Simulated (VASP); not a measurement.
ZrC: relaxation of cell and atoms with PBE+D3(BJ)

Crystal: ZrC.

```
Zr C
1.0
     3.34462    0.00000    0.00000
     1.67231    2.89652    0.00000
     1.67231    0.96551    2.73087
Zr C
1 1
Direct
  0.50000 0.50000 0.50000
  0.00000 0.00000 0.00000
```

| Quantity | Value |
| --- | --- |
| Program | VASP 6.6.1 |
| Task | relaxation of cell and atoms |
| Functional | PBE |
| Dispersion | D3(BJ) |
| Potentials or basis | VASP PAW PBE potentials, release 64 (Zr_sv, C) |
| Cutoff | 600 eV |
| k mesh | 7 × 7 × 7 |
| Occupations | methfessel-paxton, width 0.01 eV |
| Spin | no spin polarisation |
| Dipole correction | no |
| Further INCAR settings | ALGO = Normal; EDIFF = 1e-06; IBRION = 2; EDIFFG = -0.1; NSW = 80; ISIF = 3 |

```json
{
 "Relaxed volume": "12.77 Å³/atom",
 "Relaxed cell": "a = 3.305 Å, b = 3.305 Å, c = 3.305 Å, α = 60.00°, β = 60.00°, γ = 60.00°",
 "Space group after relaxing (to 0.05 Å)": "Fm-3m (No. 225)",
 "Energy gained by relaxing": "11.7 meV/atom",
 "Ionic steps": "3",
 "Pressure after relaxing": "-0.1 GPa",
 "Band gap on the k mesh": "zero (band 8 reaches 10.75 eV, above the bottom of band 9 at 9.46 eV)",
 "Dispersion energy per atom": "-0.407 eV"
}
```

Step by step:
```tsv
step	energy change (eV)	largest force (eV/Å)	pressure (GPa)	volume (Å³)
1	0.0000	0.0000	-7.79	26.46
2	0.0427	0.0000	15.37	24.07
3	-0.0235	0.0000	-0.13	25.54
```

Final structure:
```cif
data_structure
_symmetry_space_group_name_H-M 'P 1'
_symmetry_Int_Tables_number 1
_cell_length_a 3.3054
_cell_length_b 3.3054
_cell_length_c 3.3054
_cell_angle_alpha 60.000
_cell_angle_beta 60.000
_cell_angle_gamma 60.000
_cell_volume 25.54
loop_
_atom_site_label
_atom_site_type_symbol
_atom_site_fract_x
_atom_site_fract_y
_atom_site_fract_z
_atom_site_occupancy
Zr1 Zr 0.50000 0.50000 0.50000 1
C1 C 0.00000 0.00000 0.00000 1
```

Levels at points of the mesh, in eV from the Fermi level:
| k point | band 6 | band 7 | band 8 | band 9 | band 10 | band 11 |
| --- | --- | --- | --- | --- | --- | --- |
| (0.00, 0.00, 0.00) | 0.95 | 0.95 | 0.95 | 1.11 | 1.11 | 1.11 |

Wall time 35 s on 1 thread of Intel Xeon 8259CL, with other jobs on the host, peak memory 0.18 GiB.

Caveat: pairwise dispersion overbinds metals, which lowers pressure and volume.
